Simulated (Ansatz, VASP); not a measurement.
**SnO2: VASP beside Ansatz**

```
CELL_PARAMETERS angstrom
-2.12005 2.12005 4.81676
2.12005 -2.12005 4.81676
2.12005 2.12005 -4.81676
ATOMIC_POSITIONS crystal
Sn 0.75000 0.25000 0.50000
Sn 0.00000 0.00000 0.00000
O 0.79145 0.79145 0.00000
O 0.95855 0.45855 0.50000
O 0.20855 0.20855 0.00000
O 0.54145 0.04145 0.50000
```

Alike in both runs: functional LDA; k mesh 10 × 10 × 10; occupations gaussian, width 0.05 eV; no spin polarisation.

Ansatz relaxed the structure, and its values are those at the end. VASP's run is a single point on that final structure, the one shown.

|  | VASP | Ansatz |
| --- | --- | --- |
| version | VASP 6.6.1 | Ansatz 0.2.0 |
| potentials or method | VASP PAW LDA potentials, release 64 (Sn_d, O), cutoff 520 eV | scalar-relativistic, plane waves, PAW |
| valence electrons in the cell | 52 | 52 |

Ansatz gave:

- gap on the k mesh at the Fermi level (eV): 1.35
- least direct gap on the mesh (eV): 1.80
- pressure (GPa): -9.9
- rms of the force components (eV/Å): 0.000

Question: Estimate VASP's values.

Answer: gap on the k mesh at the Fermi level (eV): 1.36; least direct gap on the mesh (eV): 1.81; pressure (GPa): -9.0; rms of the force components (eV/Å): 0.043.

Ansatz warns that its potentials were made for another functional, while VASP's fit it. LDA's correlation is that of Perdew and Zunger in VASP and of Perdew and Wang (1992) in Ansatz. Ansatz's warnings: stress scf threshold loose.
